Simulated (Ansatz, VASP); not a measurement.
## One calculation of Ru, two programs

The input INCAR:

```
SYSTEM = Ru
PREC = Accurate
ENCUT = 520
EDIFF = 1E-7
ISMEAR = 0
SIGMA = 0.15
LREAL = .FALSE.
LASPH = .TRUE.
NELM = 100
ALGO = Fast
ISIF = 2
LWAVE = .FALSE.
LCHARG = .FALSE.
GGA = PS
NBANDS = 21
```

Contents of KPOINTS:

```
Automatic mesh
0
G
  21 21 12
  0 0 0
```

The input POSCAR:

```
Ru
1.0
    2.7057993342      0.0000000000      0.0000000000
   -1.3528996671      2.3432909610      0.0000000000
    0.0000000000      0.0000000000      4.1534430000
Ru
2
Direct
    0.3333333333      0.6666666667      0.2500000000
    0.6666666667      0.3333333333      0.7500000000
```

Input for Ansatz:

```yaml
crystal:
  lattice:
    - [2.7057993342, 0.0, 0.0]
    - [-1.3528996671, 2.343290961, 0.0]
    - [0.0, 0.0, 4.153443]
  atoms:
    - { symbol: Ru, position: [0.3333333333, 0.6666666667, 0.25] }
    - { symbol: Ru, position: [0.6666666667, 0.3333333333, 0.75] }
basis:
  ecutwfc: 420
kpoints:
  mp_grid: { grid: [21, 21, 12] }
hamiltonian:
  xc: pbesol
scf:
  occupations: { method: gaussian, width: 0.15 }
output:
  forces: true
  stress: true
  eigenvalues: true
```

Change from the starting cell: strain +0.000 along x and y, -0.030 along z, atoms carried along.

Alike in both runs: task single point; functional PBEsol; k mesh 21 × 21 × 12; occupations gaussian, width 0.15 eV; no spin polarisation.

```csv
,VASP,Ansatz
version,VASP 6.6.1,Ansatz 0.2.0
potentials or method,"VASP PAW PBE potentials, release 64 (Ru_pv), cutoff 520 eV","scalar-relativistic, plane waves, PAW"
valence electrons in the cell,28,32
```

Ansatz gave:

| Property | Result |
| --- | --- |
| gap on the k mesh at the Fermi level (eV) | none |
| pressure (GPa) | 4.9 |
| traceless stress, the component that is largest in VASP (GPa) | 9.42 |

Which values does VASP return?

gap on the k mesh at the Fermi level (eV): none; pressure (GPa): 4.9; traceless stress, the component that is largest in VASP (GPa): 9.44.

VASP's potentials were made for PBE, not for PBEsol. A gap of «none» marks a metal or a gap that the smearing closes. VASP's potentials hold 28 valence electrons a cell and Ansatz's 32, so a difference there can come from the potentials and not from the codes.
